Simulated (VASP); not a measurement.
## Ti3N5: single point with PBE

The system is Ti3N5, a slab with vacuum.

```
N Ti
1.0
     3.00286    0.00000    0.00000
    -1.50143    2.60055    0.00000
     0.00000    0.00000   24.12338
N Ti
5 3
Direct
  0.33333 0.66667 0.16581
  0.00000 0.00000 0.26745
  0.66667 0.33333 0.36548
  0.33333 0.66667 0.46110
  0.66667 0.33333 0.56847
  0.66667 0.33333 0.21663
  0.33333 0.66667 0.31901
  0.00000 0.00000 0.42906
```

| Quantity | Value |
| --- | --- |
| Program | VASP 6.6.1 |
| Task | single point |
| Functional | PBE |
| Potentials or basis | VASP PAW PBE potentials, release 64 (N, Ti_sv) |
| Cutoff | 520 eV |
| k mesh | 9 × 9 × 1 |
| Occupations | gaussian, width 0.1 eV |
| Spin | collinear spin |
| Starting moments | [0.0, 0.0, 0.0, 0.0, 3.0, 0.0, 0.0, 0.0] μB |

```json
{
  "Largest force": "5.730 eV/Å",
  "Band gap on the k mesh": "zero (filled and empty bands overlap)",
  "Net moment": "2.98 μB per cell",
  "Site moments": "N -0.01, +0.00, +0.02, +1.95 (each value once); Ti +0.00, -0.00, +0.02 μB",
  "Valence electrons inside the program's atomic spheres": "N 3.51, 3.75, 3.73, 3.29 (each value once); Ti 10.31, 10.35, 10.47"
}
```

Forces on the atoms (eV/Å):
```
N    0.000  0.000  4.379
N    0.000  0.000  1.284
N    0.000  0.000  0.091
N    0.000  0.000  0.019
N    0.000  0.000  0.067
Ti   0.000  0.000 -5.730
Ti   0.000  0.000 -0.028
Ti   0.000  0.000 -0.081
```

Levels at points of the mesh, in eV from the Fermi level:
Spin up:
| k point | band 28 | band 29 | band 30 | band 31 | band 32 | band 33 | band 34 | band 35 | band 36 | band 37 |
| --- | --- | --- | --- | --- | --- | --- | --- | --- | --- | --- |
| (0.00, 0.00, 0.00) | -0.73 | -0.11 | -0.11 | 0.07 | 0.07 | 0.34 | 0.34 | 1.12 | 1.80 | 1.80 |
Spin down:
| k point | band 27 | band 28 | band 29 | band 30 | band 31 | band 32 |
| --- | --- | --- | --- | --- | --- | --- |
| (0.00, 0.00, 0.00) | -0.77 | 0.07 | 0.07 | 0.33 | 0.33 | 1.10 |

Wall time 7.1 min on 1 thread of AMD EPYC 9R14 (Zen 4), on a shared host, peak memory 0.44 GiB.
